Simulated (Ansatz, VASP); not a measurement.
# Two plane-wave programs on Ru

The input INCAR:

```
PREC = Accurate
ENCUT = 520
EDIFF = 1E-7
ISMEAR = -1
SIGMA = 0.05
LREAL = False
LASPH = True
NELM = 150
ALGO = Normal
ISIF = 2
LWAVE = False
LCHARG = False
ISPIN = 2
MAGMOM = 1
LORBIT = 11
LMAXMIX = 4
GGA = PE
NBANDS = 17
```

The input KPOINTS:

```
regular mesh
0
Gamma
  23 23 23
```

File POSCAR:

```
Ru
1.0
    0.0000000000      1.9790214126      1.9790214126
    1.9790214126      0.0000000000      1.9790214126
    1.9790214126      1.9790214126      0.0000000000
Ru
1
Direct
    0.0000000000      0.0000000000      0.0000000000
```

Input for Ansatz:

```yaml
crystal:
  lattice:
    - [0.0, 1.9790214126, 1.9790214126]
    - [1.9790214126, 0.0, 1.9790214126]
    - [1.9790214126, 1.9790214126, 0.0]
  atoms:
    - { symbol: Ru, position: [0.0, 0.0, 0.0], spin: 1.0 }
hamiltonian:
  xc: pbe
  pseudopotentials:
    kind: paw
    azcp:
      Ru: "pseudopotentials/Ru.paw.azcp"
basis:
  ecutwfc: 420
  fft_grid_basis: typed
kpoints:
  mp_grid: { grid: [23, 23, 23], shift: [0, 0, 0] }
magnetization:
  spin_polarized: true
scf:
  occupations: { method: fermi_dirac, width: 0.05 }
output:
  stress: true
```

Alike in both runs: task single point; functional PBE; k mesh 23 × 23 × 23; occupations fermi-dirac, width 0.05 eV; collinear spin.

|  | VASP | Ansatz |
| --- | --- | --- |
| version | VASP 6.6.1 | Ansatz 0.2.0 |
| potentials or method | VASP PAW PBE potentials, release 64 (Ru_pv), cutoff 520 eV | plane waves (420 eV) with PAW, scalar-relativistic |
| valence electrons in the cell | 14 | 16 |

Ansatz gave:

* pressure (GPa): -26.3
* net moment per atom (μB): 0.00

**Question.** Estimate VASP's values.

**Answer.** Pressure (GPa): -26.4; net moment per atom (μB): 0.00.

VASP's potentials hold 14 valence electrons a cell and Ansatz's 16, so a difference there can come from the potentials and not from the codes. Ansatz's warnings: seeded moment not kept.
